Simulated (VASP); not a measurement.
Here is a VASP 6.6.1 calculation.

INCAR

```
ALGO = Normal
EDIFF = 1E-7
ENCUT = 520
GGA = PS
ISIF = 2
ISMEAR = 1
LASPH = True
LCHARG = False
LREAL = False
LWAVE = False
NBANDS = 20
NELM = 80
PREC = Accurate
SIGMA = 0.1
```

Contents of KPOINTS:

```
k-points
0
Gamma
  10 10 5
```

POSCAR

```
MoS2
1.0
    3.2541394741      0.0000000000      0.0000000000
   -1.6270692329      2.8181667666      0.0000000000
    0.0000000000      0.0000000000      6.3646445643
Mo S
1 2
Direct
    0.0000000000      0.0000000000      0.5000000000
    0.3333333333      0.6666666667      0.2553190000
    0.6666666667      0.3333333333      0.7446810000
```

Potentials or basis: VASP PAW PBE potentials, release 64 (Mo_sv, S).

Command:

```bash
$ cat potpaw_PBE.64/Mo_sv/POTCAR potpaw_PBE.64/S/POTCAR > POTCAR
$ mpirun -np 1 vasp_std > vasp.out
```

Question: Predict the band gap on the k mesh.

Answer: Zero (bands 13 and 14 overlap by 0.77 eV).

Question: What does it give for the largest force?

Answer: 0.355 eV/Å.

Question: Predict the pressure.

Answer: -6.3 GPa.

Stress tensor (GPa, compression positive):
```
-7.53  0.00  0.00
 0.00 -7.53  0.00
 0.00  0.00 -3.95
```

Caveat: the cell stands under tension; the PAW data sets were made with another functional, which shifts forces and pressure a little; this functional lacks dispersion, which binds the layers, so the pressure and a relaxed spacing across them are unreliable.
